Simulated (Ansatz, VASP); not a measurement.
## ZnS: VASP beside Ansatz

File POSCAR:

```
ZnS
1.0
    2.7046500000     -2.7046500000      0.0000000000
    2.7046500000      0.0000000000     -2.7046500000
    5.9502300000      4.8683700000      5.4093000000
Zn S
3 3
Direct
    0.6416600000      0.6666666667      0.1250333333
   -0.1583400000      0.0000000000      0.7917000000
    0.2416600000      0.3333333333      0.4583666667
    0.4916600000      0.6666666667      0.8750333333
    0.8916600000      1.0000000000      0.5417000000
    0.2916600000      0.3333333333      0.2083666667
```

The input INCAR.step1:

```
SYSTEM = ZnS
PREC     = Accurate       ! precision mode
ENCUT    = 520            ! plane-wave cutoff, eV
ISMEAR   = 0              ! smearing method
SIGMA    = 0.05           ! smearing width, eV
LREAL    = .FALSE.        ! projectors in reciprocal space
LASPH    = .TRUE.         ! aspherical terms in the spheres
NELM     = 100            ! most SCF steps
NBANDS   = 36             ! bands
GGA      = PE             ! functional
ALGO     = Normal         ! electronic algorithm
EDIFF    = 1E-4           ! SCF threshold, eV
LWAVE    = .TRUE.         ! write WAVECAR
LCHARG   = .FALSE.        ! write CHGCAR
```

Contents of INCAR.step2:

```
SYSTEM = ZnS
PREC     = Accurate       ! precision mode
ENCUT    = 520            ! plane-wave cutoff, eV
EDIFF    = 1E-7           ! SCF threshold, eV
ISMEAR   = 0              ! smearing method
SIGMA    = 0.05           ! smearing width, eV
LREAL    = .FALSE.        ! projectors in reciprocal space
LASPH    = .TRUE.         ! aspherical terms in the spheres
NELM     = 100            ! most SCF steps
ALGO     = Normal         ! electronic algorithm
ISIF     = 2              ! what is computed and relaxed
LWAVE    = .FALSE.        ! write WAVECAR
LCHARG   = .TRUE.         ! write CHGCAR
METAGGA  = R2SCAN         ! meta-GGA
LMIXTAU  = .TRUE.       
LELF     = .TRUE.         ! ELF
LVHAR    = .TRUE.       
NBANDS   = 36             ! bands
ISTART   = 1
```

The input KPOINTS:

```
Automatic mesh
0
G
  7 7 3
  0 0 0
```

Input for Ansatz:

```yaml
crystal:
  lattice:
    - [2.70465, -2.70465, 0.0]
    - [2.70465, 0.0, -2.70465]
    - [5.95023, 4.86837, 5.4093]
  atoms:
    - { symbol: Zn, position: [0.64166, 0.6666666667, 0.1250333333] }
    - { symbol: Zn, position: [-0.15834, 0.0, 0.7917] }
    - { symbol: Zn, position: [0.24166, 0.3333333333, 0.4583666667] }
    - { symbol: S, position: [0.49166, 0.6666666667, 0.8750333333] }
    - { symbol: S, position: [0.89166, 1.0, 0.5417] }
    - { symbol: S, position: [0.29166, 0.3333333333, 0.2083666667] }
basis:
  ecutwfc: 500
kpoints:
  mp_grid: { grid: [7, 7, 3] }
hamiltonian:
  xc: r2scan
scf:
  occupations: { method: gaussian, width: 0.05 }
output:
  forces: true
  stress: true
  eigenvalues: true
```

Alike in both runs: task single point; functional r2SCAN; k mesh 7 × 7 × 3; occupations gaussian, width 0.05 eV; no spin polarisation.

|  | VASP | Ansatz |
| --- | --- | --- |
| version | VASP 6.6.1 | Ansatz 0.2.0 |
| potentials or method | VASP PAW PBE potentials, release 64 (Zn, S), cutoff 520 eV | scalar-relativistic, plane waves, PAW |
| valence electrons in the cell | 54 | 54 |

VASP gave:

| Property | Result |
| --- | --- |
| gap on the k mesh at the Fermi level (eV) | 2.37 |
| least direct gap on the mesh (eV) | 2.37 |
| pressure (GPa) | -1.2 |
| traceless stress, the component that is largest in VASP (GPa) | -1.83 |
| rms of the force components (eV/Å) | 0.184 |

Problem. Estimate Ansatz's values.

Solution. gap on the k mesh at the Fermi level (eV): 2.36; least direct gap on the mesh (eV): 2.36; pressure (GPa): -1.3; traceless stress, the component that is largest in VASP (GPa): -1.82; rms of the force components (eV/Å): 0.183.

VASP's potentials were made for PBE, not for r2SCAN. Atom by atom the forces differ by 0.010 eV/Å (rms over components). The functional is the same, so the differences come from potentials, cutoffs and numerics.
